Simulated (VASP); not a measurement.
**CoSi (CsCl type): single point with PBE**

The system is CoSi (CsCl type).

```
CELL_PARAMETERS angstrom
2.59976 0.00000 0.00000
0.00000 2.59976 0.00000
0.00000 0.00000 2.59976
ATOMIC_POSITIONS crystal
Co 0.00000 0.00000 0.00000
Si 0.50000 0.50000 0.50000
```

```yaml
Program: VASP 6.6.1
Task: single point
Functional: PBE
Potentials_or_basis: VASP PAW PBE potentials, release 64 (Co, Si)
Cutoff: 520 eV
k_mesh: 15 × 15 × 15
Occupations: fermi-dirac, width 0.08 eV
Spin: no spin polarisation
Dipole_correction: no
Further_INCAR_settings: ALGO = Normal; EDIFF = 1e-07; NBANDS = 14
```

| Item | Value |
| --- | --- |
| Pressure | 68.2 GPa |

Levels at points of the mesh, in eV from the Fermi level:
```tsv
k point	band 3	band 4	band 5	band 6	band 7	band 8	band 9	band 10
(0.00, 0.00, 0.00)	-5.10	-1.68	-1.68	-1.68	3.67	3.67	3.67	8.15
```

Wall time 17 s on 1 thread of AMD EPYC 7R13 Processor (Zen 3), on a shared host, peak memory 0.11 GiB.

Spin polarisation is off, so any magnetic state and its effect on volume and gap are missing.
